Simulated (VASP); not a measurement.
A run of VASP 6.6.1 is set up as follows.

Contents of INCAR:

```
SYSTEM = MnB6
PREC     = Accurate       ! precision mode
ENCUT    = 520            ! plane-wave cutoff, eV
EDIFF    = 1E-7           ! SCF threshold, eV
ISMEAR   = 0              ! smearing method
SIGMA    = 0.1            ! smearing width, eV
LREAL    = .False.        ! projectors in reciprocal space
LASPH    = .True.         ! aspherical terms in the spheres
NELM     = 80             ! most SCF steps
ALGO     = Normal         ! electronic algorithm
ISIF     = 2              ! what is computed and relaxed
LWAVE    = .False.        ! write WAVECAR
LCHARG   = .True.         ! write CHGCAR
GGA      = PE             ! functional
LELF     = .True.         ! ELF
LVHAR    = .True.       
NBANDS   = 24             ! bands
```

The input KPOINTS:

```
Automatic mesh
0
Gamma
  12 12 6
  0 0 0
```

File POSCAR:

```
MnB6
1.0
    3.5663366661      0.0000000000      0.0000000000
   -1.7831683330      3.0885381513      0.0000000000
    0.0000000000      0.0000000000      5.3991537001
Mn B
1 6
Direct
    0.0000000000      0.0000000000      0.5000000000
    0.5000000000      0.5000000000      0.2985372164
    0.0000000000      0.5000000000      0.2985372164
    0.5000000000      0.0000000000      0.2985372164
    0.0000000000      0.5000000000      0.7014627836
    0.5000000000      0.0000000000      0.7014627836
    0.5000000000      0.5000000000      0.7014627836
```

Potentials or basis: VASP PAW PBE potentials, release 64 (Mn_pv, B).

Run with:

```console
$ cat potpaw_PBE.64/Mn_pv/POTCAR potpaw_PBE.64/B/POTCAR > POTCAR
$ mpirun -np 1 vasp_std > vasp.out
```

What does it give for the pressure?

0.0 GPa.

What does it give for the band gap on the k mesh?

Zero (an odd number of electrons rules out a gap without spin polarisation).

Forces in eV/Å, atoms in the order of the input:
```
Mn   0.000  0.000  0.000
B    0.000  0.000 -0.003
B    0.000  0.000 -0.003
B    0.000  0.000 -0.003
B    0.000  0.000  0.003
B    0.000  0.000  0.003
B    0.000  0.000  0.003
```

Caveat: this functional lacks dispersion, which binds layers or chains, so the pressure and a relaxed spacing across them are unreliable; the run has no spin polarisation, though such a crystal can be magnetic. Spin polarisation is off, so any magnetic state and its effect on volume and gap are missing.
